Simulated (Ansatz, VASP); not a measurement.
**Two plane-wave programs on AlN**

File INCAR:

```
SYSTEM = AlN
  PREC = Accurate
  ENCUT = 520
  EDIFF = 1E-6
  ISMEAR = 0
  SIGMA = 0.05
  LREAL = .FALSE.
  LASPH = .TRUE.
  NELM = 60
  ALGO = Normal
  ISIF = 2
  LWAVE = .FALSE.
  LCHARG = .FALSE.
  GGA = PE
  NBANDS = 11
```

Contents of KPOINTS:

```
regular mesh
0
G
  10 10 10
  0 0 0
```

The input POSCAR:

```
AlN
1.0
    0.0000000000      2.1839935596      2.1839935596
    2.1839935596      0.0000000000      2.1839935596
    2.1839935596      2.1839935596      0.0000000000
Al N
1 1
Direct
    0.0647535592     -0.0647535592      0.0000000000
    0.7500000000      0.7500000000      0.7500000000
```

Input for Ansatz:

```yaml
crystal:
  lattice:
    - [0.0, 2.1839935596, 2.1839935596]
    - [2.1839935596, 0.0, 2.1839935596]
    - [2.1839935596, 2.1839935596, 0.0]
  atoms:
    - { symbol: Al, position: [0.0647535592, -0.0647535592, 0.0] }
    - { symbol: "N", position: [0.75, 0.75, 0.75] }
basis:
  ecutwfc: 420
kpoints:
  mp_grid: { grid: [10, 10, 10] }
hamiltonian:
  xc: pbe
scf:
  occupations: { method: gaussian, width: 0.05 }
output:
  forces: true
  stress: true
  eigenvalues: true
```

Change from the starting cell: all Al atoms moved -0.200 Å, as atom 1 along Cartesian [1 -1 0].

Alike in both runs: task single point; functional PBE; k mesh 10 × 10 × 10; occupations gaussian, width 0.05 eV; no spin polarisation.

```csv
,VASP,Ansatz
version,VASP 6.6.1,Ansatz 0.2.0
potentials or method,"VASP PAW PBE potentials, release 64 (Al, N), cutoff 520 eV","scalar-relativistic, plane waves, PAW"
valence electrons in the cell,8,8
```

|  | VASP | Ansatz | Ansatz less VASP |
| --- | --- | --- | --- |
| gap on the k mesh at the Fermi level (eV) | 2.80 | 2.81 | +0.010 |
| least direct gap on the mesh (eV) | 3.63 | 3.62 | -0.009 |
| pressure (GPa) | 9.7 | 9.9 | +0.18 |
| traceless stress, the component that is largest in VASP (GPa) | -11.34 | -11.26 | +0.085 |
| rms of the force components (eV/Å) | 1.958 | 1.947 | -0.0108 |

Atom by atom the forces differ by 0.011 eV/Å (rms over components).
